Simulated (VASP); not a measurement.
## Mo: relaxation of the atoms with LDA

System: Mo, a slab with vacuum.

```xyz
5
Lattice="3.1113 0.0000 0.0000 0.0000 3.1113 0.0000 0.0000 0.0000 23.2226" Properties=species:S:1:pos:R:3 pbc="T T T"
Mo    1.5557    1.5557    8.5000
Mo    0.0000    0.0000   10.0557
Mo    1.5557    1.5557   11.6113
Mo    0.0000    0.0000   13.1670
Mo    1.5557    1.5557   14.7226
```

```json
{
 "Program": "VASP 6.6.1",
 "Task": "relaxation of the atoms",
 "Functional": "LDA",
 "Potentials or basis": "VASP PAW LDA potentials, release 64 (Mo_sv)",
 "Cutoff": "520 eV",
 "k mesh": "9 × 9 × 1",
 "Occupations": "gaussian, width 0.1 eV",
 "Spin": "no spin polarisation",
 "Dipole correction": "yes",
 "Atoms held fixed (from 0)": "[0, 1]",
 "Further INCAR settings": "ALGO = Fast; EDIFF = 1e-06; IBRION = 2; EDIFFG = -0.03; NSW = 90"
}
```

```json
{
 "Energy gained by relaxing": "28.5 meV/atom",
 "Ionic steps": "9",
 "Band gap on the k mesh": "zero (bands 35 and 36 overlap by 1.69 eV)"
}
```

Step by step:
```csv
step,energy change (eV),largest force on free atoms (eV/Å),pressure (GPa)
1,0.0000,1.3820,-5.07
2,-0.1201,0.5973,-4.33
3,-0.1300,0.1914,-4.01
4,-0.1338,0.1701,-3.88
5,-0.1410,0.1052,-3.48
6,-0.1367,0.2145,-2.66
7,-0.1425,0.0573,-3.22
8,-0.1424,0.0715,-3.29
9,-0.1426,0.0060,-3.26
```

Final structure:
```cif
data_structure
_symmetry_space_group_name_H-M 'P 1'
_symmetry_Int_Tables_number 1
_cell_length_a 3.1113
_cell_length_b 3.1113
_cell_length_c 23.2226
_cell_angle_alpha 90.000
_cell_angle_beta 90.000
_cell_angle_gamma 90.000
_cell_volume 224.80
loop_
_atom_site_label
_atom_site_type_symbol
_atom_site_fract_x
_atom_site_fract_y
_atom_site_fract_z
_atom_site_occupancy
Mo1 Mo 0.50000 0.50000 0.36602 1
Mo2 Mo 0.00000 0.00000 0.43301 1
Mo3 Mo 0.50000 0.50000 0.49856 1
Mo4 Mo 0.00000 0.00000 0.56823 1
Mo5 Mo 0.50000 0.50000 0.62750 1
```

Levels at points of the mesh, in eV from the Fermi level:
| k point | band 32 | band 33 | band 34 | band 35 | band 36 | band 37 | band 38 | band 39 |
| --- | --- | --- | --- | --- | --- | --- | --- | --- |
| (0.00, 0.00, 0.00) | -0.85 | -0.85 | -0.33 | -0.26 | -0.10 | -0.08 | -0.07 | -0.07 |

Wall time 21 min on 1 thread of Oxide Virtual Turin-like Processor, with other jobs on the host, peak memory 0.26 GiB.
